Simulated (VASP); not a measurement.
A run of VASP 6.6.1 is set up as follows.

File INCAR:

```
SYSTEM = MoS2
ALGO = Normal ; EDIFF = 1E-6
EDIFFG = -0.005 ; ENCUT = 600
GGA = PE ; IBRION = 2
ISIF = 3 ; ISMEAR = 0
IVDW = 12 ; LASPH = .True.
LCHARG = .False. ; LREAL = .False.
LWAVE = .False. ; NELM = 100
NSW = 100 ; PREC = Accurate
SIGMA = 0.1
```

The input KPOINTS:

```
k-points
0
Gamma
  15 15 15
  0 0 0
```

Contents of POSCAR:

```
MoS2
1.0
    1.5717106173      0.9074275480      5.9736887015
   -1.5717106173      0.9074275480      5.9736887015
    0.0000000000     -1.8148550960      5.9736887015
Mo S
1 2
Direct
    0.0000000000      0.0000000000      0.0000000000
    0.7556572653      0.7556572653      0.7556572653
    0.2443427347      0.2443427347      0.2443427347
```

Potentials or basis: VASP PAW PBE potentials, release 64 (Mo_sv, S).

The run is started by

```console
$ cat potpaw_PBE.64/Mo_sv/POTCAR potpaw_PBE.64/S/POTCAR > POTCAR
$ mpirun -np 1 vasp_std > vasp.out
```

Problem. What does it give for the relaxed volume?

Solution. 16.87 Å³/atom.

Problem. What does it give for the relaxed cell?

Solution. a = 6.224 Å, b = 6.224 Å, c = 6.224 Å, α = 29.15°, β = 29.15°, γ = 29.15°.

Problem. Estimate the band gap on the k mesh.

Solution. Zero (band 13 reaches 8.62 eV, above the bottom of band 14 at 8.23 eV).

Problem. What does it give for the dispersion energy per atom?

Solution. -0.450 eV.

Final structure:
```
Mo S
1.0
     1.56627    0.90429    5.95514
    -1.56627    0.90429    5.95514
     0.00000   -1.80858    5.95514
Mo S
1 2
Direct
  0.00000 0.00000 0.00000
  0.75639 0.75639 0.75639
  0.24361 0.24361 0.24361
```

Caveat: pairwise dispersion overbinds metals, which lowers pressure and volume.
